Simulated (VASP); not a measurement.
# HgTe (Fm-3m) in VASP: further runs, part 2 of 2

VASP 6.6.1.

### Step 4. Single point, PBE

The input, INCAR:

```
  ALGO = Normal
  EDIFF = 1E-6
  ENCUT = 520
  GGA = PE
  ISIF = 2
  ISMEAR = -1
  LASPH = T
  LCHARG = F
  LREAL = F
  LWAVE = F
  NBANDS = 16
  NELM = 100
  PREC = Accurate
  SIGMA = 0.08
```

The input, KPOINTS:

```
k-points
0
Gamma
  12 12 12
```

The input, POSCAR:

```
HgTe
1.0
    0.0000000000      2.9215000000      2.9215000000
    2.9215000000      0.0000000000      2.9215000000
    2.9215000000      2.9215000000      0.0000000000
Hg Te
1 1
Direct
    0.0000000000      0.0000000000      0.0000000000
    0.5000000000      0.5000000000      0.5000000000
```

Potentials or basis: VASP PAW PBE potentials, release 64 (Hg, Te).

Run with:

```bash
> cat potpaw_PBE.64/Hg/POTCAR potpaw_PBE.64/Te/POTCAR > POTCAR
> mpirun -np 1 vasp_std > vasp.out
```

OUTCAR:

```text
EDIFF = 1E-6
   ENCUT = 520
   GGA = PE
   ISIF = 2
   ISMEAR = -1
   LASPH = T
   LREAL = F
   NELM = 100
   PREC = Accurate

 ion  position               nearest neighbor table
   1  0.000  0.000  0.000-   2 2.92   2 2.92   2 2.92   2 2.92   2 2.92   2 2.92
   2  0.500  0.500  0.500-   1 2.92   1 2.92   1 2.92   1 2.92   1 2.92   1 2.92

  LATTYP: Found a face centered cubic cell.
 ALAT       =     5.8430000000

  Lattice vectors:

 A1 = (   0.0000000000,   2.9215000000,   2.9215000000)
 A2 = (   2.9215000000,   0.0000000000,   2.9215000000)
 A3 = (   2.9215000000,   2.9215000000,   0.0000000000)

Analysis of symmetry for initial positions (statically):
=====================================================================
 Subroutine PRICEL returns:
 Original cell was already a primitive cell.

 Routine SETGRP: Setting up the symmetry group for a
 face centered cubic supercell.

 Subroutine GETGRP returns: Found 48 space group operations
 (whereof 48 operations were pure point group operations)
 out of a pool of 48 trial point group operations.

The static configuration has the point symmetry O_h .

Analysis of symmetry for dynamics (positions and initial velocities):
=====================================================================
 Subroutine PRICEL returns:
 Original cell was already a primitive cell.

 Routine SETGRP: Setting up the symmetry group for a
 face centered cubic supercell.

 Subroutine GETGRP returns: Found 48 space group operations
 (whereof 48 operations were pure point group operations)
 out of a pool of 48 trial point group operations.

The dynamic configuration has the point symmetry O_h .

 Subroutine INISYM returns: Found 48 space group operations
 (whereof 48 operations are pure point group operations),
 and found     1 'primitive' translations

----------------------------------------------------------------------------------------

                                     Primitive cell

  volume of cell :      49.8710

  direct lattice vectors                    reciprocal lattice vectors
     0.000000000  2.921500000  2.921500000    -0.171144960  0.171144960  0.171144960
     2.921500000  0.000000000  2.921500000     0.171144960 -0.171144960  0.171144960
     2.921500000  2.921500000  0.000000000     0.171144960  0.171144960 -0.171144960

  length of vectors
     4.131624922  4.131624922  4.131624922     0.296431766  0.296431766  0.296431766

  position of ions in fractional coordinates (direct lattice)
     0.000000000  0.000000000  0.000000000
     0.500000000  0.500000000  0.500000000

  ion indices of the primitive-cell ions
   primitive index   ion index
                 1           1
                 2           2

----------------------------------------------------------------------------------------

 KPOINTS: k-points

Automatic generation of k-mesh.
 Grid dimensions read from file:
 generate k-points for:   12   12   12

 Generating k-lattice:

  Cartesian coordinates                     Fractional coordinates (reciprocal lattice)
    -0.014262080  0.014262080  0.014262080     0.083333333  0.000000000  0.000000000
     0.014262080 -0.014262080  0.014262080     0.000000000  0.083333333  0.000000000
     0.014262080  0.014262080 -0.014262080     0.000000000  0.000000000  0.083333333

  Length of vectors
     0.024702647  0.024702647  0.024702647

  Shift w.r.t. Gamma in fractional coordinates (k-lattice)
     0.000000000  0.000000000  0.000000000

 Subroutine IBZKPT returns following result:
 ===========================================

 Found     72 irreducible k-points:

 Following reciprocal coordinates:
            Coordinates               Weight
  0.000000  0.000000  0.000000      1.000000
  0.083333  0.000000  0.000000      8.000000
  0.166667  0.000000  0.000000      8.000000
  0.250000  0.000000  0.000000      8.000000
  0.333333  0.000000  0.000000      8.000000
  0.416667  0.000000  0.000000      8.000000
[... 16 lines left out ...]
  0.500000  0.166667  0.000000     24.000000
 -0.416667  0.166667  0.000000     24.000000
 [... further k-points ...]
   k-points           NKPTS =     72   k-points in BZ     NKDIM =     72   number of bands    NBANDS=     16
   number of dos      NEDOS =    301   number of ions     NIONS =      2
   total plane-waves  NPLWV =  32768
   dimension x,y,z NGX =    32 NGY =   32 NGZ =   32
   dimension x,y,z NGXF=    64 NGYF=   64 NGZF=   64
   ions per type =               1   1
   NGX,Y,Z   is equivalent  to a cutoff of  12.88, 12.88, 12.88 a.u.
   NGXF,Y,Z  is equivalent  to a cutoff of  25.75, 25.75, 25.75 a.u.
 SYSTEM =  unknown system
   PREC   = accura    normal or accurate (medium, high low for compatibility)
   ISTART =      0    job   : 0-new  1-cont  2-samecut
   ICHARG =      2    charge: 1-file 2-atom 10-const
   ISPIN  =      1    spin polarized calculation?
   LNONCOLLINEAR =      F non collinear calculations
   LSORBIT =      F    spin-orbit coupling
   LASPH  =      T    aspherical Exc in radial PAW
   ENCUT  =  520.0 eV  38.22 Ry    6.18 a.u.   7.68  7.68  7.68*2*pi/ulx,y,z
   NELM   =    100;   NELMIN=  2; NELMDL= -5     # of ELM steps
   EDIFF  = 0.1E-05   stopping-criterion for ELM
   LREAL  =      F    real-space projection
   EDIFFG = 0.1E-04   stopping-criterion for IOM
   NSW    =      0    number of steps for IOM
   IBRION =     -1    ionic relax: 0-MD 1-quasi-New 2-CG
   NFREE  =      0    steps in history (QN), initial steepest desc. (CG)
   ISIF   =      2    stress and relaxation
   ISYM   =      2    0-nonsym 1-usesym 2-fastsym
   POTIM  = 0.5000    time-step for ionic-motion
   TEBEG  =    0.0;   TEEND  =   0.0 temperature during run
   PSTRESS=    0.0 pullay stress
   NELECT =      18.0000    total number of electrons
   NUPDOWN=      -1.0000    fix difference up-down
   EMIN   =  10.00;   EMAX   =-10.00  energy-range for DOS
   EFERMI =   0.00;   METHOD = LEGACY
   ISMEAR =    -1;   SIGMA  =   0.08  broadening in eV -4-tet -1-fermi 0-gaus
   EFERMI_NEDOS =   21; number of points for ismear=-14 and -15
   IALGO  =     38    algorithm
   IMIX   =      4    mixing-type and parameters
     AMIX     =   0.40;   BMIX     =  1.00
     AMIX_MAG =   1.60;   BMIX_MAG =  1.00
  volume/ion in A,a.u.               =      24.94       168.27
  Fermi-wavevector in a.u.,A,eV,Ry     =   1.165601  2.202666 18.485213  1.358625
  Thomas-Fermi vector in A             =   2.302124
   LORBIT       =      0    0 simple, 1 ext, 2 COOP (PROOUT), +10 PAW based schemes
   GGA     = PE    functional components
   LHFCALC =     F    Hartree Fock is set to
   AEXX    =    0.0000 exact exchange contribution
   IVDW    =     0    specifies the selected vdW correction
   LEPSILON=     F    determine dielectric tensor
   LRPA    =     F    only Hartree local field effects (RPA)
 non-spin polarized calculation
  energy-cutoff  :      520.00
  volume of cell :       49.87
 maximum number of plane-waves:      1363
   NGX = 15   NGY = 15   NGZ = 15

 number of electron      18.0000001 magnetization

 Free energy of the ion-electron system (eV)
  ---------------------------------------------------
  ext. energy  EPLUGINS =         0.00000000
  ---------------------------------------------------
  free energy    TOTEN  =        -3.11881301 eV

  energy without entropy =       -3.09525654  energy(sigma->0) =       -3.10703478

 E-fermi :   5.9315     XC(G=0): -10.5052

 val. band max:        5.9166101954   @ k =   0.4167   0.2500   0.0000
 cond. band min:       5.9627099890   @ k =   0.3333   0.0000   0.0000
 fundamental gap:      0.0460997937
 Fermi energy:         5.9314720860

 k-point     1 :       0.0000    0.0000    0.0000
  band No.  band energies     occupation
      1      -7.0880      2.00000
      2      -1.3087      2.00000
      3      -1.3087      2.00000
      4      -1.2452      2.00000
      5      -1.2452      2.00000
      6      -1.2452      2.00000
[... 8 lines left out ...]
     15      14.0186      0.00000
     16      14.0186      0.00000
[... 419 lines left out ...]
 k-point    24 :      -0.4167    0.1667    0.0000
  band No.  band energies     occupation
      1      -5.4794      2.00000
      2      -1.8765      2.00000
      3      -1.7200      2.00000
      4      -1.5021      2.00000
      5      -1.0060      2.00000
      6      -0.9679      2.00000
[... 8 lines left out ...]
     15      16.3193      0.00000
     16      17.0833      0.00000

 [... further k-points ...]

------------------------ aborting loop because EDIFF is reached ----------------------------------------

  FORCE on cell =-STRESS in cart. coord.  units (eV):
  Direction    XX          YY          ZZ          XY          YZ          ZX
  --------------------------------------------------------------------------------------
  -------------------------------------------------------------------------------------
  Total        3.3289132      3.3289132      3.3289132      0.0000000     -0.0000000     -0.0000000
  in kB      106.9462060    106.9462060    106.9462060      0.0000000     -0.0000000     -0.0000000
  external PRESSURE =     106.9462060 kB  Pullay stress =       0.0000000 kB

 VOLUME and BASIS-vectors are now :
 -----------------------------------------------------------------------------
  energy-cutoff  :      520.00
  volume of cell :       49.87
      direct lattice vectors                 reciprocal lattice vectors
     0.000000000  2.921500000  2.921500000    -0.171144960  0.171144960  0.171144960
     2.921500000  0.000000000  2.921500000     0.171144960 -0.171144960  0.171144960
     2.921500000  2.921500000  0.000000000     0.171144960  0.171144960 -0.171144960

 POSITION                                       TOTAL-FORCE (eV/Angst)
 -----------------------------------------------------------------------------------
      0.00000      0.00000      0.00000        -0.000000     -0.000000     -0.000000
      2.92150      2.92150      2.92150         0.000000      0.000000      0.000000
 -----------------------------------------------------------------------------------
    total drift:                                0.000000     -0.000000     -0.000000

  FREE ENERGIE OF THE ION-ELECTRON SYSTEM (eV)
  ---------------------------------------------------
  free  energy   TOTEN  =        -3.1188130147 eV

  energy  without entropy=       -3.0952565425  energy(sigma->0) =       -3.10703478
```

Run time: 17 s. Hardware: 1 thread of Intel Xeon 6975P-C (Granite Rapids), shared host; peak memory 0.21 GiB.

Results:

- Free energy: -3.1188 eV
- Pressure: 10.7 GPa
- Band gap on the k mesh: zero (bands 9 and 10 overlap by 3.24 eV)

Levels at points of the mesh, in eV from the Fermi level:
```
           k point  band 5  band 6  band 7  band 8  band 9  band 10  band 11  band 12  band 13  band 14
(0.00, 0.00, 0.00)   -7.18   -7.18   -0.89   -0.89   -0.89    -0.34     7.73     7.73     7.73     7.91
(0.50, 0.00, 0.00)   -6.94   -6.94   -6.05    0.44    0.44     2.49     3.77     3.77     4.37    10.87
(0.50, 0.50, 0.00)   -6.83   -5.98   -5.17   -2.91   -2.80    -2.80     4.67     9.91     9.91    10.57
```

Caveat: the cell stands under pressure; spin-orbit coupling is left out, which moves the levels of the heavy elements.

### Step 5. Overview

| level | potentials or basis | gap on the mesh (eV) | pressure (GPa) |
| --- | --- | --- | --- |
| LDA | VASP PAW LDA potentials, release 64 (Hg, Te) | none | 4.5 |
| PBEsol | VASP PAW PBE potentials, release 64 (Hg, Te) | none | 6.4 |
| PBE | VASP PAW PBE potentials, release 64 (Hg, Te) | none | 10.7 |

Alike in all rows: task single point; no spin polarisation; cell as given; k mesh 12 × 12 × 12; cutoff (eV) 520; smearing fermi-dirac 0.08 eV.

Caveats: the cell stands under pressure; spin-orbit coupling is left out, which moves the levels of the heavy elements; the PAW data sets were made with another functional, which shifts forces and pressure a little (at least some runs).

Total energies depend on the potentials used, so only differences within one code and one set of settings carry meaning.
